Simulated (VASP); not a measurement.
# Rb (Fd-3m) in VASP: a series of runs

The runs below take Rb through single point, relaxation of cell and atoms, with BLYP.

All numbers are computed with VASP 6.6.1; they aren't measurements. Logs are shortened: lines on timing, memory, paths and dates and some standing lists are left out, and cuts for length are marked.

### Step 1. The cell of the first run

Symmetry: Fd-3m, No. 227, cubic system. The conventional cell has a = 11.325 Å, b = 11.325 Å, c = 11.325 Å, α = 90.00°, β = 90.00°, γ = 90.00°.

This isn't the form of Rb at room conditions, which is bcc.

### Step 2. Single point, BLYP (181.56 Å³/atom)

INCAR reads:

```
AGGAC = 1.0
AGGAX = 1.0
ALDAC = 0.0
ALDAX = 1.0
ALGO = Normal
EDIFF = 1E-6
ENCUT = 520
GGA = B5
ISIF = 2
ISMEAR = -1
LASPH = T
LCHARG = T
LELF = T
LREAL = F
LVHAR = T
LWAVE = F
NBANDS = 16
NELM = 60
PREC = Accurate
SIGMA = 0.1
```

KPOINTS reads:

```
k-points
0
Gamma
  6 6 6
```

POSCAR reads:

```
Rb
1.0
    0.0000000000      5.6624364862      5.6624364862
    5.6624364862      0.0000000000      5.6624364862
    5.6624364862      5.6624364862      0.0000000000
Rb
2
Direct
    0.1250000000      0.1250000000      0.1250000000
    0.8750000000      0.8750000000      0.8750000000
```

Potentials or basis: VASP PAW PBE potentials, release 64 (Rb_sv).

Launch:

```sh
$ cat potpaw_PBE.64/Rb_sv/POTCAR > POTCAR
$ mpirun -np 1 vasp_std > vasp.out
```

OUTCAR:

```text
EDIFF = 1E-6
   ENCUT = 520
   GGA = B5
   ISIF = 2
   ISMEAR = -1
   LASPH = T
   LREAL = F
   NELM = 60
   PREC = Accurate

 ion  position               nearest neighbor table
   1  0.125  0.125  0.125-   2 4.90   2 4.90   2 4.90   2 4.90
   2  0.875  0.875  0.875-   1 4.90   1 4.90   1 4.90   1 4.90

  LATTYP: Found a face centered cubic cell.
 ALAT       =    11.3248729724

  Lattice vectors:

 A1 = (   0.0000000000,   5.6624364862,   5.6624364862)
 A2 = (   5.6624364862,   0.0000000000,   5.6624364862)
 A3 = (   5.6624364862,   5.6624364862,   0.0000000000)

Analysis of symmetry for initial positions (statically):
=====================================================================
 Subroutine PRICEL returns:
 Original cell was already a primitive cell.

 Routine SETGRP: Setting up the symmetry group for a
 face centered cubic supercell.

 Subroutine GETGRP returns: Found 48 space group operations
 (whereof 12 operations were pure point group operations)
 out of a pool of 48 trial point group operations.

The static configuration has the point symmetry D_3d.
 The point group associated with its full space group is O_h .

Analysis of symmetry for dynamics (positions and initial velocities):
=====================================================================
 Subroutine PRICEL returns:
 Original cell was already a primitive cell.

 Routine SETGRP: Setting up the symmetry group for a
 face centered cubic supercell.

 Subroutine GETGRP returns: Found 48 space group operations
 (whereof 12 operations were pure point group operations)
 out of a pool of 48 trial point group operations.

The dynamic configuration has the point symmetry D_3d.
 The point group associated with its full space group is O_h .

 Subroutine INISYM returns: Found 48 space group operations
 (whereof 12 operations are pure point group operations),
 and found     1 'primitive' translations

----------------------------------------------------------------------------------------

                                     Primitive cell

  volume of cell :     363.1115

  direct lattice vectors                    reciprocal lattice vectors
     0.000000000  5.662436486  5.662436486    -0.088301211  0.088301211  0.088301211
     5.662436486  0.000000000  5.662436486     0.088301211 -0.088301211  0.088301211
     5.662436486  5.662436486  0.000000000     0.088301211  0.088301211 -0.088301211

  length of vectors
     8.007894475  8.007894475  8.007894475     0.152942184  0.152942184  0.152942184

  position of ions in fractional coordinates (direct lattice)
     0.125000000  0.125000000  0.125000000
     0.875000000  0.875000000  0.875000000

  ion indices of the primitive-cell ions
   primitive index   ion index
                 1           1
                 2           2

----------------------------------------------------------------------------------------

 KPOINTS: k-points

Automatic generation of k-mesh.
 Grid dimensions read from file:
 generate k-points for:    6    6    6

 Generating k-lattice:

  Cartesian coordinates                     Fractional coordinates (reciprocal lattice)
    -0.014716869  0.014716869  0.014716869     0.166666667  0.000000000  0.000000000
     0.014716869 -0.014716869  0.014716869     0.000000000  0.166666667  0.000000000
     0.014716869  0.014716869 -0.014716869     0.000000000  0.000000000  0.166666667

  Length of vectors
     0.025490364  0.025490364  0.025490364

  Shift w.r.t. Gamma in fractional coordinates (k-lattice)
     0.000000000  0.000000000  0.000000000

 Subroutine IBZKPT returns following result:
 ===========================================

 Found     16 irreducible k-points:

 Following reciprocal coordinates:
            Coordinates               Weight
  0.000000  0.000000  0.000000      1.000000
  0.166667  0.000000  0.000000      8.000000
  0.333333  0.000000  0.000000      8.000000
  0.500000  0.000000  0.000000      4.000000
  0.166667  0.166667  0.000000      6.000000
  0.333333  0.166667  0.000000     24.000000
[... 8 lines left out ...]
 -0.333333  0.333333  0.166667     24.000000
 -0.333333  0.500000  0.166667     12.000000
   k-points           NKPTS =     16   k-points in BZ     NKDIM =     16   number of bands    NBANDS=     16
   number of dos      NEDOS =    301   number of ions     NIONS =      2
   total plane-waves  NPLWV = 216000
   dimension x,y,z NGX =    60 NGY =   60 NGZ =   60
   dimension x,y,z NGXF=   120 NGYF=  120 NGZF=  120
   ions per type =               2
   NGX,Y,Z   is equivalent  to a cutoff of  12.46, 12.46, 12.46 a.u.
   NGXF,Y,Z  is equivalent  to a cutoff of  24.91, 24.91, 24.91 a.u.
 SYSTEM =  unknown system
   PREC   = accura    normal or accurate (medium, high low for compatibility)
   ISTART =      0    job   : 0-new  1-cont  2-samecut
   ICHARG =      2    charge: 1-file 2-atom 10-const
   ISPIN  =      1    spin polarized calculation?
   LNONCOLLINEAR =      F non collinear calculations
   LSORBIT =      F    spin-orbit coupling
   LASPH  =      T    aspherical Exc in radial PAW
   ENCUT  =  520.0 eV  38.22 Ry    6.18 a.u.  14.89 14.89 14.89*2*pi/ulx,y,z
   NELM   =     60;   NELMIN=  2; NELMDL= -5     # of ELM steps
   EDIFF  = 0.1E-05   stopping-criterion for ELM
   LREAL  =      F    real-space projection
[... 7 lines left out ...]
   TEBEG  =    0.0;   TEEND  =   0.0 temperature during run
   PSTRESS=    0.0 pullay stress
   NELECT =      18.0000    total number of electrons
   NUPDOWN=      -1.0000    fix difference up-down
   EMIN   =  10.00;   EMAX   =-10.00  energy-range for DOS
   EFERMI =   0.00;   METHOD = LEGACY
   ISMEAR =    -1;   SIGMA  =   0.10  broadening in eV -4-tet -1-fermi 0-gaus
   EFERMI_NEDOS =   21; number of points for ismear=-14 and -15
   IALGO  =     38    algorithm
   IMIX   =      4    mixing-type and parameters
     AMIX     =   0.40;   BMIX     =  1.00
     AMIX_MAG =   1.60;   BMIX_MAG =  1.00
  volume/ion in A,a.u.               =     181.56      1225.20
  Fermi-wavevector in a.u.,A,eV,Ry     =   0.601385  1.136452  4.920730  0.361663
  Thomas-Fermi vector in A             =   1.653598
   LORBIT       =      0    0 simple, 1 ext, 2 COOP (PROOUT), +10 PAW based schemes
   GGA     = B5    functional components
   LHFCALC =     F    Hartree Fock is set to
   AEXX    =    0.0000 exact exchange contribution
   IVDW    =     0    specifies the selected vdW correction
   LEPSILON=     F    determine dielectric tensor
   LRPA    =     F    only Hartree local field effects (RPA)
 non-spin polarized calculation
  energy-cutoff  :      520.00
  volume of cell :      363.11
 maximum number of plane-waves:      9841
   NGX = 29   NGY = 29   NGZ = 29

 number of electron      18.0000000 magnetization

 Free energy of the ion-electron system (eV)
  ---------------------------------------------------
  ext. energy  EPLUGINS =         0.00000000
  ---------------------------------------------------
  free energy    TOTEN  =        -1.00272827 eV

  energy without entropy =       -0.95298357  energy(sigma->0) =       -0.97785592

 E-fermi :  -0.7464     XC(G=0):  -3.3556

 val. band max:       -0.7586273146   @ k =   0.5000   0.5000   0.0000
 cond. band min:      -0.7317386438   @ k =  -0.3333   0.5000   0.1667
 fundamental gap:      0.0268886709
 Fermi energy:        -0.7464331909

 k-point     1 :       0.0000    0.0000    0.0000
  band No.  band energies     occupation
      1     -29.9731      2.00000
      2     -29.9692      2.00000
      3     -14.1182      2.00000
      4     -14.1182      2.00000
      5     -14.1182      2.00000
      6     -14.0827      2.00000
[... 8 lines left out ...]
     15       1.4597      0.00000
     16       1.4829      0.00000

 k-point     2 :       0.1667    0.0000    0.0000
  band No.  band energies     occupation
      1     -29.9729      2.00000
      2     -29.9694      2.00000
      3     -14.1191      2.00000
      4     -14.1191      2.00000
      5     -14.1177      2.00000
      6     -14.0834      2.00000
[... 8 lines left out ...]
     15       1.4139      0.00000
     16       1.5738      0.00000

 k-point     3 :       0.3333    0.0000    0.0000
  band No.  band energies     occupation
      1     -29.9725      2.00000
      2     -29.9699      2.00000
      3     -14.1207      2.00000
      4     -14.1207      2.00000
      5     -14.1167      2.00000
      6     -14.0847      2.00000
[... 8 lines left out ...]
     15       1.2780      0.00000
     16       1.8191      0.00000

 k-point     4 :       0.5000    0.0000    0.0000
  band No.  band energies     occupation
      1     -29.9721      2.00000
      2     -29.9702      2.00000
      3     -14.1215      2.00000
      4     -14.1215      2.00000
      5     -14.1161      2.00000
      6     -14.0854      2.00000
[... 8 lines left out ...]
     15       1.1625      0.00000
     16       1.9788      0.00000

 k-point     5 :       0.1667    0.1667    0.0000
  band No.  band energies     occupation
      1     -29.9728      2.00000
      2     -29.9695      2.00000
      3     -14.1201      2.00000
      4     -14.1201      2.00000
      5     -14.1159      2.00000
      6     -14.0852      2.00000
[... 8 lines left out ...]
     15       1.5892      0.00000
     16       1.6620      0.00000

 k-point     6 :       0.3333    0.1667    0.0000
  band No.  band energies     occupation
      1     -29.9725      2.00000
      2     -29.9699      2.00000
      3     -14.1219      2.00000
      4     -14.1217      2.00000
      5     -14.1136      2.00000
      6     -14.0876      2.00000
[... 8 lines left out ...]
     15       1.5641      0.00000
     16       1.7366      0.00000
[... 115 lines left out ...]
 k-point    13 :       0.5000    0.5000    0.0000
  band No.  band energies     occupation
      1     -29.9712      2.00000
      2     -29.9712      2.00000
      3     -14.1248      2.00000
      4     -14.1248      2.00000
      5     -14.1008      2.00000
      6     -14.1008      2.00000
[... 8 lines left out ...]
     15       1.9947      0.00000
     16       1.9947      0.00000

 k-point    14 :       0.5000    0.3333    0.1667
  band No.  band energies     occupation
      1     -29.9720      2.00000
      2     -29.9703      2.00000
      3     -14.1241      2.00000
      4     -14.1227      2.00000
      5     -14.1097      2.00000
      6     -14.0916      2.00000
[... 8 lines left out ...]
     15       1.5038      0.00000
     16       1.8535      0.00000

 k-point    15 :      -0.3333    0.3333    0.1667
  band No.  band energies     occupation
      1     -29.9717      2.00000
      2     -29.9707      2.00000
      3     -14.1249      2.00000
      4     -14.1235      2.00000
      5     -14.1070      2.00000
      6     -14.0944      2.00000
[... 8 lines left out ...]
     15       1.5773      0.00000
     16       1.8758      0.00000

 k-point    16 :      -0.3333    0.5000    0.1667
  band No.  band energies     occupation
      1     -29.9712      2.00000
      2     -29.9712      2.00000
      3     -14.1248      2.00000
      4     -14.1248      2.00000
      5     -14.1007      2.00000
      6     -14.1007      2.00000
[... 8 lines left out ...]
     15       1.7943      0.00000
     16       1.7943      0.00000

------------------------ aborting loop because EDIFF is reached ----------------------------------------

  FORCE on cell =-STRESS in cart. coord.  units (eV):
  Direction    XX          YY          ZZ          XY          YZ          ZX
  --------------------------------------------------------------------------------------
  -------------------------------------------------------------------------------------
  Total       -0.1047844     -0.1047844     -0.1047844     -0.0000000     -0.0000000     -0.0000000
  in kB       -0.4623463     -0.4623463     -0.4623463     -0.0000000     -0.0000000     -0.0000000
  external PRESSURE =      -0.4623463 kB  Pullay stress =       0.0000000 kB

 VOLUME and BASIS-vectors are now :
 -----------------------------------------------------------------------------
  energy-cutoff  :      520.00
  volume of cell :      363.11
      direct lattice vectors                 reciprocal lattice vectors
     0.000000000  5.662436486  5.662436486    -0.088301211  0.088301211  0.088301211
     5.662436486  0.000000000  5.662436486     0.088301211 -0.088301211  0.088301211
     5.662436486  5.662436486  0.000000000     0.088301211  0.088301211 -0.088301211

 POSITION                                       TOTAL-FORCE (eV/Angst)
 -----------------------------------------------------------------------------------
      1.41561      1.41561      1.41561        -0.000000      0.000000      0.000000
      9.90926      9.90926      9.90926         0.000000     -0.000000      0.000000
 -----------------------------------------------------------------------------------
    total drift:                               -0.000000      0.000000     -0.000000

  FREE ENERGIE OF THE ION-ELECTRON SYSTEM (eV)
  ---------------------------------------------------
  free  energy   TOTEN  =        -1.0027282663 eV

  energy  without entropy=       -0.9529835710  energy(sigma->0) =       -0.97785592
```

Wall time 67 s (1 thread of Intel Xeon 6975P-C (Granite Rapids), shared host); peak memory 0.49 GiB.

What came out:

- Free energy: -1.0027 eV
- Pressure: 0.0 GPa
- Band gap on the k mesh: zero (bands 9 and 10 overlap by 0.03 eV)

Levels at points of the mesh, in eV from the Fermi level:
```
           k point  band 6  band 7  band 8  band 9  band 10  band 11  band 12  band 13
(0.00, 0.00, 0.00)  -13.34  -13.34  -13.34   -1.16     1.90     1.90     1.90     2.20
(0.50, 0.00, 0.00)  -13.34  -13.33  -13.33   -0.54     0.27     1.78     1.91     1.91
(0.50, 0.50, 0.00)  -13.35  -13.33  -13.33   -0.01    -0.01     1.40     1.40     1.52
```

Caveat: the PAW data sets were made with another functional, which shifts forces and pressure a little.

(Continued in part 2 of 2.)
